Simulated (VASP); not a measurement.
# HfO2 (Fm-3m) in VASP: further runs, part 2 of 2

VASP 6.6.1. Earlier steps stand in the parts before.

**5. Single point, PBE+D3(BJ)**

This run uses another cell than the first one, of 11.45 Å³/atom.

INCAR reads:

```
SYSTEM = HfO2
PREC = Accurate
ENCUT = 600
EDIFF = 1E-6
ISMEAR = 0
SIGMA = 0.02
LREAL = .False.
LASPH = .True.
NELM = 120
ALGO = Normal
ISIF = 2
LWAVE = .False.
LCHARG = .False.
GGA = PE
IVDW = 12
NBANDS = 18
GGA_COMPAT = .False.
```

KPOINTS reads:

```
Automatic mesh
0
Gamma
  6 6 6
  0 0 0
```

POSCAR reads:

```
HfO2
1.0
    0.0000000000      2.5800000000      2.5800000000
    2.5800000000      0.0000000000      2.5800000000
    2.5800000000      2.5800000000      0.0000000000
Hf O
1 2
Direct
    0.0000000000      0.0000000000      0.0000000000
    0.2500000000      0.2500000000      0.2500000000
    0.7500000000      0.7500000000      0.7500000000
```

Potentials or basis: VASP PAW PBE potentials, release 64 (Hf_pv, O).

Started as:

```bash
$ cat potpaw_PBE.64/Hf_pv/POTCAR potpaw_PBE.64/O/POTCAR > POTCAR
$ mpirun -np 1 vasp_std > vasp.out
```

OUTCAR:

```text
SYSTEM = HfO2
   PREC = Accurate
   ENCUT = 600
   EDIFF = 1E-6
   ISMEAR = 0
   LREAL = .False.
   LASPH = .True.
   NELM = 120
   ISIF = 2
   GGA = PE
   IVDW = 12
 IVDW          = 12

 ion  position               nearest neighbor table
   1  0.000  0.000  0.000-   3 2.23   3 2.23   3 2.23   2 2.23   3 2.23   2 2.23   2 2.23   2 2.23

   2  0.250  0.250  0.250-   1 2.23   1 2.23   1 2.23   1 2.23
   3  0.750  0.750  0.750-   1 2.23   1 2.23   1 2.23   1 2.23

  LATTYP: Found a face centered cubic cell.
 ALAT       =     5.1600000000

  Lattice vectors:

 A1 = (   0.0000000000,   2.5800000000,   2.5800000000)
 A2 = (   2.5800000000,   0.0000000000,   2.5800000000)
 A3 = (   2.5800000000,   2.5800000000,   0.0000000000)

Analysis of symmetry for initial positions (statically):
=====================================================================
 Subroutine PRICEL returns:
 Original cell was already a primitive cell.

 Routine SETGRP: Setting up the symmetry group for a
 face centered cubic supercell.

 Subroutine GETGRP returns: Found 48 space group operations
 (whereof 48 operations were pure point group operations)
 out of a pool of 48 trial point group operations.

The static configuration has the point symmetry O_h .

Analysis of symmetry for dynamics (positions and initial velocities):
=====================================================================
 Subroutine PRICEL returns:
 Original cell was already a primitive cell.

 Routine SETGRP: Setting up the symmetry group for a
 face centered cubic supercell.

 Subroutine GETGRP returns: Found 48 space group operations
 (whereof 48 operations were pure point group operations)
 out of a pool of 48 trial point group operations.

The dynamic configuration has the point symmetry O_h .

 Subroutine INISYM returns: Found 48 space group operations
 (whereof 48 operations are pure point group operations),
 and found     1 'primitive' translations

----------------------------------------------------------------------------------------

                                     Primitive cell

  volume of cell :      34.3470

  direct lattice vectors                    reciprocal lattice vectors
     0.000000000  2.580000000  2.580000000    -0.193798450  0.193798450  0.193798450
     2.580000000  0.000000000  2.580000000     0.193798450 -0.193798450  0.193798450
     2.580000000  2.580000000  0.000000000     0.193798450  0.193798450 -0.193798450

  length of vectors
     3.648670991  3.648670991  3.648670991     0.335668761  0.335668761  0.335668761

  position of ions in fractional coordinates (direct lattice)
     0.000000000  0.000000000  0.000000000
     0.250000000  0.250000000  0.250000000
     0.750000000  0.750000000  0.750000000

  ion indices of the primitive-cell ions
   primitive index   ion index
                 1           1
                 2           2
                 3           3

----------------------------------------------------------------------------------------

 KPOINTS: Automatic mesh

Automatic generation of k-mesh.
 Grid dimensions read from file:
 generate k-points for:    6    6    6

 Generating k-lattice:

  Cartesian coordinates                     Fractional coordinates (reciprocal lattice)
    -0.032299742  0.032299742  0.032299742     0.166666667  0.000000000  0.000000000
     0.032299742 -0.032299742  0.032299742     0.000000000  0.166666667  0.000000000
     0.032299742  0.032299742 -0.032299742     0.000000000  0.000000000  0.166666667

  Length of vectors
     0.055944794  0.055944794  0.055944794

  Shift w.r.t. Gamma in fractional coordinates (k-lattice)
     0.000000000  0.000000000  0.000000000

 Subroutine IBZKPT returns following result:
 ===========================================

 Found     16 irreducible k-points:

 Following reciprocal coordinates:
            Coordinates               Weight
  0.000000  0.000000  0.000000      1.000000
  0.166667  0.000000  0.000000      8.000000
  0.333333  0.000000  0.000000      8.000000
  0.500000  0.000000  0.000000      4.000000
  0.166667  0.166667  0.000000      6.000000
  0.333333  0.166667  0.000000     24.000000
[... 8 lines left out ...]
 -0.333333  0.333333  0.166667     24.000000
 -0.333333  0.500000  0.166667     12.000000
   k-points           NKPTS =     16   k-points in BZ     NKDIM =     16   number of bands    NBANDS=     18
   number of dos      NEDOS =    301   number of ions     NIONS =      3
   total plane-waves  NPLWV =  27000
   dimension x,y,z NGX =    30 NGY =   30 NGZ =   30
   dimension x,y,z NGXF=    60 NGYF=   60 NGZF=   60
   ions per type =               1   2
   NGX,Y,Z   is equivalent  to a cutoff of  13.67, 13.67, 13.67 a.u.
   NGXF,Y,Z  is equivalent  to a cutoff of  27.34, 27.34, 27.34 a.u.
 SYSTEM =  HfO2
   PREC   = accura    normal or accurate (medium, high low for compatibility)
   ISTART =      0    job   : 0-new  1-cont  2-samecut
   ICHARG =      2    charge: 1-file 2-atom 10-const
   ISPIN  =      1    spin polarized calculation?
   LNONCOLLINEAR =      F non collinear calculations
   LSORBIT =      F    spin-orbit coupling
   LASPH  =      T    aspherical Exc in radial PAW
   ENCUT  =  600.0 eV  44.10 Ry    6.64 a.u.   7.29  7.29  7.29*2*pi/ulx,y,z
   NELM   =    120;   NELMIN=  2; NELMDL= -5     # of ELM steps
   EDIFF  = 0.1E-05   stopping-criterion for ELM
   LREAL  =      F    real-space projection
[... 7 lines left out ...]
   TEBEG  =    0.0;   TEEND  =   0.0 temperature during run
   PSTRESS=    0.0 pullay stress
   NELECT =      22.0000    total number of electrons
   NUPDOWN=      -1.0000    fix difference up-down
   EMIN   =  10.00;   EMAX   =-10.00  energy-range for DOS
   EFERMI =   0.00;   METHOD = LEGACY
   ISMEAR =     0;   SIGMA  =   0.02  broadening in eV -4-tet -1-fermi 0-gaus
   EFERMI_NEDOS =   21; number of points for ismear=-14 and -15
   IALGO  =     38    algorithm
   IMIX   =      4    mixing-type and parameters
     AMIX     =   0.40;   BMIX     =  1.00
     AMIX_MAG =   1.60;   BMIX_MAG =  1.00
  volume/ion in A,a.u.               =      11.45        77.26
  Fermi-wavevector in a.u.,A,eV,Ry     =   1.411192  2.666766 27.095486  1.991462
  Thomas-Fermi vector in A             =   2.533068
   LORBIT       =      0    0 simple, 1 ext, 2 COOP (PROOUT), +10 PAW based schemes
   GGA     = PE    functional components
   LHFCALC =     F    Hartree Fock is set to
   AEXX    =    0.0000 exact exchange contribution
   IVDW    =    12    specifies the selected vdW correction
   LEPSILON=     F    determine dielectric tensor
   LRPA    =     F    only Hartree local field effects (RPA)
 non-spin polarized calculation
 Gauss-broadening in eV      SIGMA  =   0.02
  energy-cutoff  :      600.00
  volume of cell :       34.35
 maximum number of plane-waves:      1167
 NGX is ok and might be reduce to    30
   NGX = 15   NGY = 15   NGZ = 15

 number of electron      21.9999995 magnetization

 Free energy of the ion-electron system (eV)
  ---------------------------------------------------
  ext. energy  EPLUGINS =         0.00000000
  ---------------------------------------------------
  free energy    TOTEN  =       -30.19061904 eV

  energy without entropy =      -30.19061904  energy(sigma->0) =      -30.19061904

 E-fermi :   3.9281     XC(G=0): -11.5583

 val. band max:        3.8350745565   @ k =   0.5000   0.5000   0.0000
 cond. band min:       7.4936535576   @ k =   0.5000   0.5000   0.0000
 fundamental gap:      3.6585790010
 Fermi energy:         3.9281396320

 k-point     1 :       0.0000    0.0000    0.0000
  band No.  band energies     occupation
      1     -26.0984      2.00000
      2     -26.0984      2.00000
      3     -26.0984      2.00000
      4     -14.5739      2.00000
      5     -11.8002      2.00000
      6      -1.1918      2.00000
[... 10 lines left out ...]
     17      13.6044      0.00000
     18      17.0159      0.00000
[... 295 lines left out ...]
 k-point    16 :      -0.3333    0.5000    0.1667
  band No.  band energies     occupation
      1     -26.3901      2.00000
      2     -26.2612      2.00000
      3     -26.1963      2.00000
      4     -12.8778      2.00000
      5     -12.7482      2.00000
      6      -1.7376      2.00000
[... 10 lines left out ...]
     17      16.5025      0.00000
     18      16.9304      0.00000

------------------------ aborting loop because EDIFF is reached ----------------------------------------

 Edisp (eV)   -0.67975

 E8    (eV) :    -0.2965

  FORCE on cell =-STRESS in cart. coord.  units (eV):
  Direction    XX          YY          ZZ          XY          YZ          ZX
  --------------------------------------------------------------------------------------
  -------------------------------------------------------------------------------------
  Total      -3.25487    -3.25487    -3.25487     0.00000     0.00000    -0.00000
  in kB    -151.82920  -151.82920  -151.82920     0.00000     0.00000    -0.00000
  external pressure =     -151.83 kB  Pullay stress =        0.00 kB

 VOLUME and BASIS-vectors are now :
 -----------------------------------------------------------------------------
  energy-cutoff  :      600.00
  volume of cell :       34.35
      direct lattice vectors                 reciprocal lattice vectors
     0.000000000  2.580000000  2.580000000    -0.193798450  0.193798450  0.193798450
     2.580000000  0.000000000  2.580000000     0.193798450 -0.193798450  0.193798450
     2.580000000  2.580000000  0.000000000     0.193798450  0.193798450 -0.193798450

 POSITION                                       TOTAL-FORCE (eV/Angst)
 -----------------------------------------------------------------------------------
      0.00000      0.00000      0.00000        -0.000000     -0.000000      0.000000
      1.29000      1.29000      1.29000        -0.000000      0.000000      0.000000
      3.87000      3.87000      3.87000         0.000000      0.000000     -0.000000
 -----------------------------------------------------------------------------------
    total drift:                                0.000000     -0.000000      0.000000

  FREE ENERGIE OF THE ION-ELECTRON SYSTEM (eV)
  ---------------------------------------------------
  free  energy   TOTEN  =       -30.8703694647 eV

  energy  without entropy=      -30.8703694647  energy(sigma->0) =      -30.87036946
```

stdout:

```text
POSCAR found type information on POSCAR HfO
 POSCAR found :  2 types and       3 ions
 scaLAPACK will be used
 LDA part: xc-table for (Slater+PW92), standard interpolation
 POSCAR, INCAR and KPOINTS ok, starting setup
 FFT: planning ... GRIDC
 FFT: planning ... GRID_SOFT
 FFT: planning ... GRID
 WAVECAR not read
 entering main loop
```

It took 8.8 s on 1 thread of Intel Xeon 6975P-C (Granite Rapids), shared host; peak memory 0.18 GiB.

What came out:

```
Free energy                : -30.8704 eV
Pressure                   : -15.2 GPa
Band gap on the k mesh     : 3.66 eV
Dispersion energy per atom : -0.227 eV
```

Caveat: three body term missing; the cell stands under tension; spin-orbit coupling is left out, which moves the levels of the heavy elements. A k mesh can miss the band edges.

**6. Overview**

| cell | gap on the mesh (eV) | pressure (GPa) |
| --- | --- | --- |
| a = 3.567 Å, angles 60.0°, 3 atoms | 3.84 | 0.3 |
| a = 3.546 Å, angles 60.0°, 3 atoms | 3.89 | 5.1 |
| a = 3.649 Å, angles 60.0°, 3 atoms | 3.66 | -15.2 |

Alike in all rows: task single point; level PBE+D3(BJ); potentials or basis VASP PAW PBE potentials, release 64 (Hf_pv, O); no spin polarisation; k mesh 6 × 6 × 6; cutoff (eV) 600; smearing gaussian 0.02 eV.

Caveats: three body term missing; spin-orbit coupling is left out, which moves the levels of the heavy elements; the cell stands under pressure (at least some runs); the cell stands under tension (at least some runs).

Absolute energies hang on the potentials; compare differences alone.
